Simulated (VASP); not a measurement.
# Al2Cu (P4/mmm) in VASP: a series of runs

Runs on Al2Cu. Level: r2SCAN. Tasks: single point.

Everything below comes from runs of VASP 6.6.1. Logs are shortened: lines on timing, memory, paths and dates and some standing lists are left out, and cuts for length are marked.

### 1 The cell of the first run

The structure is tetragonal, space group P4/mmm (No. 123). The conventional cell has a = 4.105 Å, b = 4.105 Å, c = 2.891 Å, α = 90.00°, β = 90.00°, γ = 90.00°. Al (site symmetry mmm) has 4 Cu at 2.51 Å and 6 Al at 2.89 to 2.90 Å within 3.3 Å. Within 3.3 Å of Cu (site symmetry 4/mmm) lie 8 Al at 2.51 Å and 2 Cu at 2.89 Å.

### 2 Single point, r2SCAN

POSCAR

```
Al2Cu
1.0
    4.1051820000      0.0000000000      0.0000000000
    0.0000000000      4.1051820000      0.0000000000
    0.0000000000      0.0000000000      2.8913130000
Al Cu
2 1
Direct
    0.5000000000      0.0000000000      0.5000000000
    0.0000000000      0.5000000000      0.5000000000
    0.0000000000      0.0000000000      0.0000000000
```

INCAR.step1

```
SYSTEM = Al2Cu
  ALGO = Normal
  EDIFF = 1E-4
  ENCUT = 520
  GGA = PE
  ISMEAR = 0
  LASPH = .TRUE.
  LCHARG = .FALSE.
  LREAL = .FALSE.
  LWAVE = .TRUE.
  NBANDS = 16
  NELM = 100
  PREC = Accurate
  SIGMA = 0.4
```

INCAR.step2

```
SYSTEM = Al2Cu
  ALGO = Normal
  EDIFF = 1E-6
  ENCUT = 520
  ISIF = 2
  ISMEAR = 0
  ISTART = 1
  LASPH = .TRUE.
  LCHARG = .TRUE.
  LELF = .TRUE.
  LMIXTAU = .TRUE.
  LREAL = .FALSE.
  LVHAR = .TRUE.
  LWAVE = .FALSE.
  METAGGA = R2SCAN
  NBANDS = 16
  NELM = 100
  PREC = Accurate
  SIGMA = 0.4
```

KPOINTS

```
k-points
0
G
  5 5 7
  0 0 0
```

Potentials or basis: VASP PAW PBE potentials, release 64 (Al, Cu).

Launch:

```bash
$ cat potpaw_PBE.64/Al/POTCAR potpaw_PBE.64/Cu/POTCAR > POTCAR
$ cp INCAR.step1 INCAR
$ mpirun -np 1 vasp_std > vasp.out
$ cp INCAR.step2 INCAR
$ mpirun -np 1 vasp_std > vasp.out
```

OUTCAR:

```text
SYSTEM = Al2Cu
   EDIFF = 1E-6
   ENCUT = 520
   ISIF = 2
   ISMEAR = 0
   ISTART = 1
   LASPH = .TRUE.
   LREAL = .FALSE.
   METAGGA = R2SCAN
   NELM = 100
   PREC = Accurate

 ion  position               nearest neighbor table
   1  0.500  0.000  0.500-   3 2.51   3 2.51   3 2.51   3 2.51   2 2.90   2 2.90   2 2.90   2 2.90

   2  0.000  0.500  0.500-   3 2.51   3 2.51   3 2.51   3 2.51   1 2.90   1 2.90   1 2.90   1 2.90

   3  0.000  0.000  0.000-   1 2.51   2 2.51   1 2.51   2 2.51   2 2.51   2 2.51   1 2.51   1 2.51

  LATTYP: Found a simple tetragonal cell.
 ALAT       =     4.1051820000
 C/A-ratio  =     0.7043081159

  Lattice vectors:

 A1 = (   4.1051820000,   0.0000000000,   0.0000000000)
 A2 = (   0.0000000000,   4.1051820000,   0.0000000000)
 A3 = (   0.0000000000,   0.0000000000,   2.8913130000)

Analysis of symmetry for initial positions (statically):
=====================================================================
 Subroutine PRICEL returns:
 Original cell was already a primitive cell.

 Routine SETGRP: Setting up the symmetry group for a
 simple tetragonal supercell.

 Subroutine GETGRP returns: Found 16 space group operations
 (whereof 16 operations were pure point group operations)
 out of a pool of 16 trial point group operations.

The static configuration has the point symmetry D_4h.

Analysis of symmetry for dynamics (positions and initial velocities):
=====================================================================
 Subroutine PRICEL returns:
 Original cell was already a primitive cell.

 Routine SETGRP: Setting up the symmetry group for a
 simple tetragonal supercell.

 Subroutine GETGRP returns: Found 16 space group operations
 (whereof 16 operations were pure point group operations)
 out of a pool of 16 trial point group operations.

The dynamic configuration has the point symmetry D_4h.

 Subroutine INISYM returns: Found 16 space group operations
 (whereof 16 operations are pure point group operations),
 and found     1 'primitive' translations

----------------------------------------------------------------------------------------

                                     Primitive cell

  volume of cell :      48.7259

  direct lattice vectors                    reciprocal lattice vectors
     4.105182000  0.000000000  0.000000000     0.243594559  0.000000000  0.000000000
     0.000000000  4.105182000  0.000000000     0.000000000  0.243594559  0.000000000
     0.000000000  0.000000000  2.891313000     0.000000000  0.000000000  0.345863627

  length of vectors
     4.105182000  4.105182000  2.891313000     0.243594559  0.243594559  0.345863627

  position of ions in fractional coordinates (direct lattice)
     0.500000000  0.000000000  0.500000000
     0.000000000  0.500000000  0.500000000
     0.000000000  0.000000000  0.000000000

  ion indices of the primitive-cell ions
   primitive index   ion index
                 1           1
                 2           2
                 3           3

----------------------------------------------------------------------------------------

 KPOINTS: k-points

Automatic generation of k-mesh.
 Grid dimensions read from file:
 generate k-points for:    5    5    7

 Generating k-lattice:

  Cartesian coordinates                     Fractional coordinates (reciprocal lattice)
     0.048718912  0.000000000  0.000000000     0.200000000  0.000000000  0.000000000
     0.000000000  0.048718912  0.000000000     0.000000000  0.200000000  0.000000000
     0.000000000  0.000000000  0.049409090     0.000000000  0.000000000  0.142857143

  Length of vectors
     0.048718912  0.048718912  0.049409090

  Shift w.r.t. Gamma in fractional coordinates (k-lattice)
     0.000000000  0.000000000  0.000000000

 Subroutine IBZKPT returns following result:
 ===========================================

 Found     24 irreducible k-points:

 Following reciprocal coordinates:
            Coordinates               Weight
  0.000000  0.000000  0.000000      1.000000
  0.200000  0.000000  0.000000      4.000000
  0.400000  0.000000  0.000000      4.000000
  0.200000  0.200000  0.000000      4.000000
  0.400000  0.200000  0.000000      8.000000
  0.400000  0.400000  0.000000      4.000000
[... 16 lines left out ...]
  0.400000  0.200000  0.428571     16.000000
  0.400000  0.400000  0.428571      8.000000
   k-points           NKPTS =     24   k-points in BZ     NKDIM =     24   number of bands    NBANDS=     16
   number of dos      NEDOS =    301   number of ions     NIONS =      3
   total plane-waves  NPLWV =  24576
   dimension x,y,z NGX =    32 NGY =   32 NGZ =   24
   dimension x,y,z NGXF=    64 NGYF=   64 NGZF=   48
   ions per type =               2   1
   NGX,Y,Z   is equivalent  to a cutoff of  12.96, 12.96, 13.80 a.u.
   NGXF,Y,Z  is equivalent  to a cutoff of  25.92, 25.92, 27.60 a.u.
 SYSTEM =  Al2Cu
   PREC   = accura    normal or accurate (medium, high low for compatibility)
   ISTART =      1    job   : 0-new  1-cont  2-samecut
   ICHARG =      0    charge: 1-file 2-atom 10-const
   ISPIN  =      1    spin polarized calculation?
   LNONCOLLINEAR =      F non collinear calculations
   LSORBIT =      F    spin-orbit coupling
   LASPH  =      T    aspherical Exc in radial PAW
   ENCUT  =  520.0 eV  38.22 Ry    6.18 a.u.   7.63  7.63  5.38*2*pi/ulx,y,z
   NELM   =    100;   NELMIN=  2; NELMDL=  0     # of ELM steps
   EDIFF  = 0.1E-05   stopping-criterion for ELM
   LREAL  =      F    real-space projection
   EDIFFG = 0.1E-04   stopping-criterion for IOM
   NSW    =      0    number of steps for IOM
   IBRION =     -1    ionic relax: 0-MD 1-quasi-New 2-CG
   NFREE  =      0    steps in history (QN), initial steepest desc. (CG)
   ISIF   =      2    stress and relaxation
   ISYM   =      2    0-nonsym 1-usesym 2-fastsym
   POTIM  = 0.5000    time-step for ionic-motion
   TEBEG  =    0.0;   TEEND  =   0.0 temperature during run
   PSTRESS=    0.0 pullay stress
   NELECT =      17.0000    total number of electrons
   NUPDOWN=      -1.0000    fix difference up-down
   EMIN   =  10.00;   EMAX   =-10.00  energy-range for DOS
   EFERMI =   0.00;   METHOD = LEGACY
   ISMEAR =     0;   SIGMA  =   0.40  broadening in eV -4-tet -1-fermi 0-gaus
   EFERMI_NEDOS =   21; number of points for ismear=-14 and -15
   IALGO  =     38    algorithm
   IMIX   =      4    mixing-type and parameters
     AMIX     =   0.40;   BMIX     =  1.00
     AMIX_MAG =   1.60;   BMIX_MAG =  1.00
  volume/ion in A,a.u.               =      16.24       109.61
  Fermi-wavevector in a.u.,A,eV,Ry     =   1.152492  2.177894 18.071765  1.328237
  Thomas-Fermi vector in A             =   2.289142
   LORBIT       =      0    0 simple, 1 ext, 2 COOP (PROOUT), +10 PAW based schemes
   METAGGA = R2SCAN    functional components
   LHFCALC =     F    Hartree Fock is set to
   AEXX    =    0.0000 exact exchange contribution
   IVDW    =     0    specifies the selected vdW correction
   LEPSILON=     F    determine dielectric tensor
   LRPA    =     F    only Hartree local field effects (RPA)
 non-spin polarized calculation
 Gauss-broadening in eV      SIGMA  =   0.40
  energy-cutoff  :      520.00
  volume of cell :       48.73
 maximum number of plane-waves:      1339
 NGX is ok and might be reduce to    32
   NGX = 15   NGY = 15   NGZ = 11

 number of electron      16.9999979 magnetization

 Free energy of the ion-electron system (eV)
  ---------------------------------------------------
  ext. energy  EPLUGINS =         0.00000000
  ---------------------------------------------------
  free energy    TOTEN  =       -24.38470337 eV

  energy without entropy =      -24.29661410  energy(sigma->0) =      -24.34065873

 E-fermi :   6.9440     XC(G=0): -11.1175

 val. band max:        6.9273060235   @ k =   0.2000   0.0000   0.2857
 cond. band min:       7.0465326418   @ k =   0.4000   0.4000   0.4286
 fundamental gap:      0.1192266183
 Fermi energy:         6.9440160317

 k-point     1 :       0.0000    0.0000    0.0000
  band No.  band energies     occupation
      1      -4.0094      2.00000
      2       1.4873      2.00000
      3       1.9868      2.00000
      4       2.6445      2.00000
      5       2.8730      2.00000
      6       2.8730      2.00000
[... 8 lines left out ...]
     15      14.4881      0.00000
     16      20.4639      0.00000

 k-point     2 :       0.2000    0.0000    0.0000
  band No.  band energies     occupation
      1      -3.6559      2.00000
      2       1.1265      2.00000
      3       1.9206      2.00000
      4       2.5535      2.00000
      5       2.8615      2.00000
      6       2.8748      2.00000
[... 8 lines left out ...]
     15      17.7274      0.00000
     16      19.1694      0.00000

 k-point     3 :       0.4000    0.0000    0.0000
  band No.  band energies     occupation
      1      -2.7028      2.00000
      2      -0.4688      2.00000
      3       1.9191      2.00000
      4       2.4387      2.00000
      5       2.6198      2.00000
      6       2.8432      2.00000
[... 8 lines left out ...]
     15      17.3230      0.00000
     16      19.4137      0.00000

 k-point     4 :       0.2000    0.2000    0.0000
  band No.  band energies     occupation
      1      -3.3016      2.00000
      2       1.1244      2.00000
      3       1.7006      2.00000
      4       2.4089      2.00000
      5       2.8629      2.00000
      6       2.8643      2.00000
[... 8 lines left out ...]
     15      18.3947      0.00000
     16      19.0561      0.00000
[... 324 lines left out ...]
 k-point    22 :       0.2000    0.2000    0.4286
  band No.  band energies     occupation
      1      -0.0535      2.00000
      2       1.6727      2.00000
      3       1.7140      2.00000
      4       2.2401      2.00000
      5       2.2557      2.00000
      6       2.7487      2.00000
[... 8 lines left out ...]
     15      14.7646      0.00000
     16      15.4067      0.00000

 k-point    23 :       0.4000    0.2000    0.4286
  band No.  band energies     occupation
      1       0.6810      2.00000
      2       1.3484      2.00000
      3       1.9281      2.00000
      4       2.4310      2.00000
      5       2.6269      2.00000
      6       2.7064      2.00000
[... 8 lines left out ...]
     15      16.4926      0.00000
     16      16.8118      0.00000

 k-point    24 :       0.4000    0.4000    0.4286
  band No.  band energies     occupation
      1       1.1210      2.00000
      2       1.3524      2.00000
      3       2.4301      2.00000
      4       2.5777      2.00000
      5       2.5807      2.00000
      6       2.8737      2.00000
[... 8 lines left out ...]
     15      19.3324      0.00000
     16      19.5406      0.00000

------------------------ aborting loop because EDIFF is reached ----------------------------------------

  FORCE on cell =-STRESS in cart. coord.  units (eV):
  Direction    XX          YY          ZZ          XY          YZ          ZX
  --------------------------------------------------------------------------------------
  -------------------------------------------------------------------------------------
  Total       -0.5683363     -0.5683363     -0.8609787      0.0000000      0.0000000      0.0000000
  in kB      -18.6877071    -18.6877071    -28.3102075      0.0000000      0.0000000      0.0000000
  external PRESSURE =     -21.8952072 kB  Pullay stress =       0.0000000 kB

 VOLUME and BASIS-vectors are now :
 -----------------------------------------------------------------------------
  energy-cutoff  :      520.00
  volume of cell :       48.73
      direct lattice vectors                 reciprocal lattice vectors
     4.105182000  0.000000000  0.000000000     0.243594559  0.000000000  0.000000000
     0.000000000  4.105182000  0.000000000     0.000000000  0.243594559  0.000000000
     0.000000000  0.000000000  2.891313000     0.000000000  0.000000000  0.345863627

 POSITION                                       TOTAL-FORCE (eV/Angst)
 -----------------------------------------------------------------------------------
      2.05259      0.00000      1.44566         0.000000      0.000000      0.000000
      0.00000      2.05259      1.44566         0.000000      0.000000      0.000000
      0.00000      0.00000      0.00000         0.000000      0.000000      0.000000
 -----------------------------------------------------------------------------------
    total drift:                                0.000000     -0.000000      0.000000

  FREE ENERGIE OF THE ION-ELECTRON SYSTEM (eV)
  ---------------------------------------------------
  free  energy   TOTEN  =       -24.3847033675 eV

  energy  without entropy=      -24.2966140970  energy(sigma->0) =      -24.34065873
```

Run time: 51 s. Hardware: 1 thread of Intel Xeon Platinum 8488C (Sapphire Rapids), shared host; peak memory 0.17 GiB.

Results:

| Quantity | Value |
| --- | --- |
| Free energy | -24.3847 eV |
| Pressure | -2.2 GPa |

Levels at points of the mesh, in eV from the Fermi level:
```tsv
k point	band 6	band 7	band 8	band 9	band 10	band 11
(0.00, 0.00, 0.00)	-4.07	-2.42	-2.42	0.19	1.19	6.52
```

Caveat: the PAW data sets were made with another functional, which shifts forces and pressure a little.

### 3 Single point, r2SCAN

POSCAR is that of step 2.

INCAR.step1

```
PREC = Accurate ; ENCUT = 520
ISMEAR = 0 ; SIGMA = 0.1
LREAL = F ; LASPH = T
NELM = 80 ; NBANDS = 16
GGA = PE ; ALGO = Normal
EDIFF = 1E-4 ; LWAVE = T
LCHARG = F
```

INCAR.step2

```
PREC = Accurate ; ENCUT = 520
EDIFF = 1E-6 ; ISMEAR = 0
SIGMA = 0.1 ; LREAL = F
LASPH = T ; NELM = 80
ALGO = Normal ; ISIF = 2
LWAVE = F ; LCHARG = F
METAGGA = R2SCAN ; LMIXTAU = T
NBANDS = 16 ; ISTART = 1
```

KPOINTS

```
regular mesh
0
Gamma
  6 6 6
```

Potentials or basis: VASP PAW PBE potentials, release 64 (Al, Cu).

Launch:

```bash
$ cat potpaw_PBE.64/Al/POTCAR potpaw_PBE.64/Cu/POTCAR > POTCAR
$ cp INCAR.step1 INCAR
$ mpirun -np 1 vasp_std > vasp.out
$ cp INCAR.step2 INCAR
$ mpirun -np 1 vasp_std > vasp.out
```

Wall time 54 s (1 thread of Intel Xeon Platinum 8488C (Sapphire Rapids), shared host); peak memory 0.18 GiB.

It converged, with:

| Item | Value |
| --- | --- |
| Free energy | -24.4355 eV |
| Pressure | -2.3 GPa |

Stress tensor (GPa, compression positive):
```
-2.69  0.00  0.00
 0.00 -2.69  0.00
 0.00  0.00 -1.48
```

Levels at points of the mesh, in eV from the Fermi level:
```tsv
k point	band 5	band 6	band 7	band 8	band 9	band 10	band 11	band 12	band 13	band 14
(0.00, 0.00, 0.00)	-4.26	-4.26	-2.64	-2.64	-0.03	0.96	6.30	6.56	6.56	7.23
(0.50, 0.00, 0.00)	-4.55	-4.30	-4.26	-1.25	1.55	1.87	2.06	7.75	8.83	9.76
(0.50, 0.50, 0.00)	-4.58	-4.45	-4.29	-4.29	-2.62	8.87	8.87	9.71	10.44	10.77
(0.00, 0.00, 0.50)	-5.02	-4.32	-3.22	2.56	2.56	2.56	2.77	2.77	3.21	4.26
(0.50, 0.00, 0.50)	-4.40	-4.36	-3.32	-2.68	-1.85	3.81	4.07	4.46	5.43	6.31
(0.50, 0.50, 0.50)	-4.15	-3.80	-2.52	-2.52	-1.09	-0.96	-0.02	-0.02	2.63	12.41
```

Caveat: the k points lie up to 0.36 Å⁻¹ apart; the PAW data sets were made with another functional, which shifts forces and pressure a little.

[end of part 1 of 3]
